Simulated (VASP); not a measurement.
# BP (Pm-3m) in VASP: further runs

Runs on BP. Level: PBEsol. Tasks: single point.

All numbers are computed with VASP 6.6.1; they aren't measurements. Logs are shortened: lines on timing, memory, paths and dates and some standing lists are left out, and cuts for length are marked.

## (1) The cell of the first run

Symmetry: Pm-3m, No. 221, cubic system. The conventional cell has a = 2.708 Å, b = 2.708 Å, c = 2.708 Å, α = 90.00°, β = 90.00°, γ = 90.00°. B (site symmetry m-3m) has 8 P at 2.35 Å and 6 B at 2.71 Å within 3.1 Å. Within 3.1 Å of P (site symmetry m-3m) lie 8 B at 2.35 Å and 6 P at 2.71 Å.

## (2) Single point, PBEsol

File INCAR:

```
SYSTEM = BP
PREC     = Accurate       ! precision mode
ENCUT    = 500            ! plane-wave cutoff, eV
EDIFF    = 1E-6           ! SCF threshold, eV
ISMEAR   = -1             ! smearing method
SIGMA    = 0.02           ! smearing width, eV
LREAL    = .FALSE.        ! projectors in reciprocal space
LASPH    = .TRUE.         ! aspherical terms in the spheres
NELM     = 120            ! most SCF steps
ALGO     = Normal         ! electronic algorithm
ISIF     = 2              ! what is computed and relaxed
LWAVE    = .FALSE.        ! write WAVECAR
LCHARG   = .FALSE.        ! write CHGCAR
GGA      = PS             ! functional
NBANDS   = 11             ! bands
GGA_COMPAT= .FALSE.
```

File KPOINTS:

```
regular mesh
0
G
  5 5 5
  0 0 0
```

File POSCAR:

```
BP
1.0
    2.7080526412      0.0000000000      0.0000000000
    0.0000000000      2.7080526412      0.0000000000
    0.0000000000      0.0000000000      2.7080526412
B P
1 1
Direct
    0.0000000000      0.0000000000      0.0000000000
    0.5000000000      0.5000000000      0.5000000000
```

Potentials or basis: VASP PAW PBE potentials, release 64 (B, P).

Started as:

```bash
$ cat potpaw_PBE.64/B/POTCAR potpaw_PBE.64/P/POTCAR > POTCAR
$ mpirun -np 1 vasp_std > vasp.out
```

OUTCAR:

```text
SYSTEM = BP
   PREC = Accurate
   ENCUT = 500
   EDIFF = 1E-6
   ISMEAR = -1
   LREAL = .FALSE.
   LASPH = .TRUE.
   NELM = 120
   ISIF = 2
   GGA = PS

 ion  position               nearest neighbor table
   1  0.000  0.000  0.000-   2 2.35   2 2.35   2 2.35   2 2.35   2 2.35   2 2.35   2 2.35   2 2.35

   2  0.500  0.500  0.500-   1 2.35   1 2.35   1 2.35   1 2.35   1 2.35   1 2.35   1 2.35   1 2.35

  LATTYP: Found a simple cubic cell.
 ALAT       =     2.7080526412

  Lattice vectors:

 A1 = (   2.7080526412,   0.0000000000,   0.0000000000)
 A2 = (   0.0000000000,   2.7080526412,   0.0000000000)
 A3 = (   0.0000000000,   0.0000000000,   2.7080526412)

Analysis of symmetry for initial positions (statically):
=====================================================================
 Subroutine PRICEL returns:
 Original cell was already a primitive cell.

 Routine SETGRP: Setting up the symmetry group for a
 simple cubic supercell.

 Subroutine GETGRP returns: Found 48 space group operations
 (whereof 48 operations were pure point group operations)
 out of a pool of 48 trial point group operations.

The static configuration has the point symmetry O_h .

Analysis of symmetry for dynamics (positions and initial velocities):
=====================================================================
 Subroutine PRICEL returns:
 Original cell was already a primitive cell.

 Routine SETGRP: Setting up the symmetry group for a
 simple cubic supercell.

 Subroutine GETGRP returns: Found 48 space group operations
 (whereof 48 operations were pure point group operations)
 out of a pool of 48 trial point group operations.

The dynamic configuration has the point symmetry O_h .

 Subroutine INISYM returns: Found 48 space group operations
 (whereof 48 operations are pure point group operations),
 and found     1 'primitive' translations

----------------------------------------------------------------------------------------

                                     Primitive cell

  volume of cell :      19.8596

  direct lattice vectors                    reciprocal lattice vectors
     2.708052641  0.000000000  0.000000000     0.369269040  0.000000000  0.000000000
     0.000000000  2.708052641  0.000000000     0.000000000  0.369269040  0.000000000
     0.000000000  0.000000000  2.708052641     0.000000000  0.000000000  0.369269040

  length of vectors
     2.708052641  2.708052641  2.708052641     0.369269040  0.369269040  0.369269040

  position of ions in fractional coordinates (direct lattice)
     0.000000000  0.000000000  0.000000000
     0.500000000  0.500000000  0.500000000

  ion indices of the primitive-cell ions
   primitive index   ion index
                 1           1
                 2           2

----------------------------------------------------------------------------------------

 KPOINTS: regular mesh

Automatic generation of k-mesh.
 Grid dimensions read from file:
 generate k-points for:    5    5    5

 Generating k-lattice:

  Cartesian coordinates                     Fractional coordinates (reciprocal lattice)
     0.073853808  0.000000000  0.000000000     0.200000000  0.000000000  0.000000000
     0.000000000  0.073853808  0.000000000     0.000000000  0.200000000  0.000000000
     0.000000000  0.000000000  0.073853808     0.000000000  0.000000000  0.200000000

  Length of vectors
     0.073853808  0.073853808  0.073853808

  Shift w.r.t. Gamma in fractional coordinates (k-lattice)
     0.000000000  0.000000000  0.000000000

 Subroutine IBZKPT returns following result:
 ===========================================

 Found     10 irreducible k-points:

 Following reciprocal coordinates:
            Coordinates               Weight
  0.000000  0.000000  0.000000      1.000000
  0.200000  0.000000  0.000000      6.000000
  0.400000  0.000000  0.000000      6.000000
  0.200000  0.200000  0.000000     12.000000
  0.400000  0.200000  0.000000     24.000000
  0.400000  0.400000  0.000000     12.000000
  0.200000  0.200000  0.200000      8.000000
  0.400000  0.200000  0.200000     24.000000
  0.400000  0.400000  0.200000     24.000000
  0.400000  0.400000  0.400000      8.000000
   k-points           NKPTS =     10   k-points in BZ     NKDIM =     10   number of bands    NBANDS=     11
   number of dos      NEDOS =    301   number of ions     NIONS =      2
   total plane-waves  NPLWV =   8000
   dimension x,y,z NGX =    20 NGY =   20 NGZ =   20
   dimension x,y,z NGXF=    40 NGYF=   40 NGZF=   40
   ions per type =               1   1
   NGX,Y,Z   is equivalent  to a cutoff of  12.28, 12.28, 12.28 a.u.
   NGXF,Y,Z  is equivalent  to a cutoff of  24.56, 24.56, 24.56 a.u.
 SYSTEM =  BP
   PREC   = accura    normal or accurate (medium, high low for compatibility)
   ISTART =      0    job   : 0-new  1-cont  2-samecut
   ICHARG =      2    charge: 1-file 2-atom 10-const
   ISPIN  =      1    spin polarized calculation?
   LNONCOLLINEAR =      F non collinear calculations
   LSORBIT =      F    spin-orbit coupling
   LASPH  =      T    aspherical Exc in radial PAW
   ENCUT  =  500.0 eV  36.75 Ry    6.06 a.u.   4.94  4.94  4.94*2*pi/ulx,y,z
   NELM   =    120;   NELMIN=  2; NELMDL= -5     # of ELM steps
   EDIFF  = 0.1E-05   stopping-criterion for ELM
   LREAL  =      F    real-space projection
   EDIFFG = 0.1E-04   stopping-criterion for IOM
   NSW    =      0    number of steps for IOM
   IBRION =     -1    ionic relax: 0-MD 1-quasi-New 2-CG
   NFREE  =      0    steps in history (QN), initial steepest desc. (CG)
   ISIF   =      2    stress and relaxation
   ISYM   =      2    0-nonsym 1-usesym 2-fastsym
   POTIM  = 0.5000    time-step for ionic-motion
   TEBEG  =    0.0;   TEEND  =   0.0 temperature during run
   PSTRESS=    0.0 pullay stress
   NELECT =       8.0000    total number of electrons
   NUPDOWN=      -1.0000    fix difference up-down
   EMIN   =  10.00;   EMAX   =-10.00  energy-range for DOS
   EFERMI =   0.00;   METHOD = LEGACY
   ISMEAR =    -1;   SIGMA  =   0.02  broadening in eV -4-tet -1-fermi 0-gaus
   EFERMI_NEDOS =   21; number of points for ismear=-14 and -15
   IALGO  =     38    algorithm
   IMIX   =      4    mixing-type and parameters
     AMIX     =   0.40;   BMIX     =  1.00
     AMIX_MAG =   1.60;   BMIX_MAG =  1.00
  volume/ion in A,a.u.               =       9.93        67.01
  Fermi-wavevector in a.u.,A,eV,Ry     =   1.209060  2.284791 19.889340  1.461825
  Thomas-Fermi vector in A             =   2.344649
   LORBIT       =      0    0 simple, 1 ext, 2 COOP (PROOUT), +10 PAW based schemes
   GGA     = PS    functional components
   LHFCALC =     F    Hartree Fock is set to
   AEXX    =    0.0000 exact exchange contribution
   IVDW    =     0    specifies the selected vdW correction
   LEPSILON=     F    determine dielectric tensor
   LRPA    =     F    only Hartree local field effects (RPA)
 non-spin polarized calculation
  energy-cutoff  :      500.00
  volume of cell :       19.86
 maximum number of plane-waves:       511
 NGX is ok and might be reduce to    20
   NGX =  9   NGY =  9   NGZ =  9

 number of electron       7.9999998 magnetization

 Free energy of the ion-electron system (eV)
  ---------------------------------------------------
  ext. energy  EPLUGINS =         0.00000000
  ---------------------------------------------------
  free energy    TOTEN  =       -10.28313825 eV

  energy without entropy =      -10.28308576  energy(sigma->0) =      -10.28311201

 E-fermi :  10.3168     XC(G=0): -12.1902

 val. band max:       10.1605026282   @ k =   0.4000   0.4000   0.2000
 cond. band min:      10.4592178189   @ k =   0.2000   0.2000   0.0000
 fundamental gap:      0.2987151907
 Fermi energy:        10.3167957337

 k-point     1 :       0.0000    0.0000    0.0000
  band No.  band energies     occupation
      1      -7.0779      2.00000
      2       9.0753      2.00000
      3       9.0753      2.00000
      4       9.0753      2.00000
      5      12.4918      0.00000
      6      14.5146      0.00000
      7      14.5146      0.00000
      8      21.1423      0.00000
      9      21.1423      0.00000
     10      21.1423      0.00000
     11      28.2569      0.00000

 k-point     2 :       0.2000    0.0000    0.0000
  band No.  band energies     occupation
      1      -6.3498      2.00000
      2       4.6757      2.00000
      3       9.7724      2.00000
      4       9.7724      2.00000
      5      13.3721      0.00000
      6      15.2312      0.00000
      7      18.9942      0.00000
      8      18.9973      0.00000
      9      18.9973      0.00000
     10      20.4669      0.00000
     11      28.2739      0.00000

 k-point     3 :       0.4000    0.0000    0.0000
  band No.  band energies     occupation
      1      -4.2750      2.00000
      2      -0.1018      2.00000
      3      11.8179      0.00000
      4      11.8179      0.00000
      5      14.7448      0.00000
      6      15.1490      0.00000
      7      15.1490      0.00000
      8      17.0644      0.00000
      9      17.2475      0.00000
     10      23.2821      0.00000
     11      27.2345      0.00000

 k-point     4 :       0.2000    0.2000    0.0000
  band No.  band energies     occupation
      1      -5.6200      2.00000
      2       5.2277      2.00000
      3       5.5270      2.00000
      4      10.4592      0.00161
      5      14.5083      0.00000
      6      15.2211      0.00000
      7      18.3289      0.00000
      8      19.3858      0.00000
      9      19.7325      0.00000
     10      21.8027      0.00000
     11      25.0522      0.00000

 k-point     5 :       0.4000    0.2000    0.0000
  band No.  band energies     occupation
      1      -3.5334      2.00000
      2       0.5902      2.00000
      3       7.4417      2.00000
      4      10.9280      0.00000
      5      12.4556      0.00000
      6      15.5669      0.00000
      7      16.1180      0.00000
      8      18.4728      0.00000
      9      21.4820      0.00000
     10      25.2218      0.00000
     11      25.3714      0.00000

 k-point     6 :       0.4000    0.4000    0.0000
  band No.  band energies     occupation
      1      -1.3902      2.00000
      2       2.3601      2.00000
      3       2.8558      2.00000
      4       6.4429      2.00000
      5      14.1769      0.00000
      6      15.9097      0.00000
      7      17.6066      0.00000
      8      18.8057      0.00000
      9      22.2716      0.00000
     10      23.0832      0.00000
     11      23.8713      0.00000

 k-point     7 :       0.2000    0.2000    0.2000
  band No.  band energies     occupation
      1      -4.8891      2.00000
      2       5.9680      2.00000
      3       5.9680      2.00000
      4       6.2870      2.00000
      5      14.8064      0.00000
      6      16.4306      0.00000
      7      16.4306      0.00000
      8      17.8075      0.00000
      9      22.1158      0.00000
     10      22.1158      0.00000
     11      26.9960      0.00000

 k-point     8 :       0.4000    0.2000    0.2000
  band No.  band energies     occupation
      1      -2.7931      2.00000
      2       1.2871      2.00000
      3       8.0830      2.00000
      4       8.1644      2.00000
      5      11.3967      0.00000
      6      11.7890      0.00000
      7      17.4281      0.00000
      8      18.4664      0.00000
      9      23.7214      0.00000
     10      25.5928      0.00000
     11      25.6862      0.00000

 k-point     9 :       0.4000    0.4000    0.2000
  band No.  band energies     occupation
      1      -0.6507      2.00000
      2       3.1125      2.00000
      3       3.5207      2.00000
      4       7.0894      2.00000
      5      10.1605      1.99919
      6      12.9900      0.00000
      7      14.1127      0.00000
      8      16.4097      0.00000
      9      25.3564      0.00000
     10      26.8712      0.00000
     11      27.3482      0.00000

 k-point    10 :       0.4000    0.4000    0.4000
  band No.  band energies     occupation
      1       1.4962      2.00000
      2       5.3501      2.00000
      3       5.3501      2.00000
      4       5.4187      2.00000
      5       9.0712      2.00000
      6       9.1097      2.00000
      7       9.1097      2.00000
      8      12.3785      0.00000
      9      29.2268      0.00000
     10      30.3396      0.00000
     11      30.3396      0.00000

------------------------ aborting loop because EDIFF is reached ----------------------------------------

  FORCE on cell =-STRESS in cart. coord.  units (eV):
  Direction    XX          YY          ZZ          XY          YZ          ZX
  --------------------------------------------------------------------------------------
  -------------------------------------------------------------------------------------
  Total       -0.3280995     -0.3280995     -0.3280995      0.0000000     -0.0000000      0.0000000
  in kB      -26.4694454    -26.4694454    -26.4694454      0.0000000     -0.0000000      0.0000000
  external PRESSURE =     -26.4694454 kB  Pullay stress =       0.0000000 kB

 VOLUME and BASIS-vectors are now :
 -----------------------------------------------------------------------------
  energy-cutoff  :      500.00
  volume of cell :       19.86
      direct lattice vectors                 reciprocal lattice vectors
     2.708052641  0.000000000  0.000000000     0.369269040  0.000000000  0.000000000
     0.000000000  2.708052641  0.000000000     0.000000000  0.369269040  0.000000000
     0.000000000  0.000000000  2.708052641     0.000000000  0.000000000  0.369269040

 POSITION                                       TOTAL-FORCE (eV/Angst)
 -----------------------------------------------------------------------------------
      0.00000      0.00000      0.00000         0.000000      0.000000      0.000000
      1.35403      1.35403      1.35403         0.000000      0.000000      0.000000
 -----------------------------------------------------------------------------------
    total drift:                                0.000000      0.000000     -0.000000

  FREE ENERGIE OF THE ION-ELECTRON SYSTEM (eV)
  ---------------------------------------------------
  free  energy   TOTEN  =       -10.2831382545 eV

  energy  without entropy=      -10.2830857563  energy(sigma->0) =      -10.28311201
```

Wall time 2.9 s (1 thread of AMD EPYC 7R43 (Zen 3), shared host); peak memory 0.08 GiB.

What came out:

```yaml
Free_energy: -10.2831 eV
Pressure: -2.6 GPa
Band_gap_on_the_k_mesh: zero (band 4 reaches 11.82 eV, above the bottom of band 5 at 9.07 eV)
```

Caveat: the k points lie up to 0.46 Å⁻¹ apart; the PAW data sets were made with another functional, which shifts forces and pressure a little.

(Part 1 of 3 ends here.)
